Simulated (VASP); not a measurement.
**ZrO2: single point with HSE06**

The system is ZrO2.

```
CELL_PARAMETERS angstrom
3.60103 0.00000 0.00000
0.00000 3.60103 0.00000
0.00000 0.00000 5.12262
ATOMIC_POSITIONS crystal
Zr 0.00000 0.00000 0.00000
Zr 0.50000 0.50000 0.50000
O 0.00000 0.50000 0.29659
O 0.00000 0.50000 0.79659
O 0.50000 0.00000 0.70341
O 0.50000 0.00000 0.20341
```

This cell differs from its parent crystal: uniaxial z strain -2.0%.

| Property | Result |
| --- | --- |
| Program | VASP 6.6.1 |
| Task | single point |
| Functional | HSE06 |
| Potentials or basis | VASP PAW PBE potentials, release 64 (Zr_sv, O) |
| Cutoff | 520 eV |
| k mesh | 4 × 4 × 4 |
| Occupations | gaussian, width 0.01 eV |
| Spin | no spin polarisation |

```json
{"Pressure": "0.9 GPa", "Band gap on the k mesh": "5.56 eV (least direct gap 5.66 eV)"}
```

Stress tensor (GPa, compression positive):
```
-0.84  0.00  0.00
 0.00 -0.84  0.00
 0.00  0.00  4.47
```

Levels at points of the mesh, in eV from the valence-band top:
```csv
k point,band 21,band 22,band 23,band 24,band 25,band 26,band 27,band 28
"(0.00, 0.00, 0.00)",-0.47,-0.21,-0.21,-0.09,5.56,6.13,6.78,7.05
"(0.50, 0.00, 0.00)",-1.61,-1.61,-0.10,-0.10,6.00,6.00,7.10,7.10
"(0.50, 0.50, 0.00)",-0.84,-0.84,-0.36,-0.36,6.72,6.72,7.13,7.13
"(0.00, 0.00, 0.50)",-0.62,-0.62,-0.10,-0.10,6.23,6.23,6.86,6.86
"(0.50, 0.00, 0.50)",-1.46,-1.46,-1.07,-1.07,6.19,6.19,6.50,6.50
"(0.50, 0.50, 0.50)",-1.58,-1.58,-0.11,-0.11,6.85,6.85,7.32,7.32
```

It took 38 min on 4 MPI ranks on Intel(R) Xeon(R) Platinum 8259CL CPU @ 2.50GHz (Skylake/Cascade Lake) (shared host), peak memory 0.32 GiB a rank.

Caveat: the k points lie up to 0.44 Å⁻¹ apart; the cell differs from its parent crystal (uniaxial z strain -2.0%); the PAW data sets were made with another functional, which shifts forces and pressure a little. A k mesh can miss the band edges.
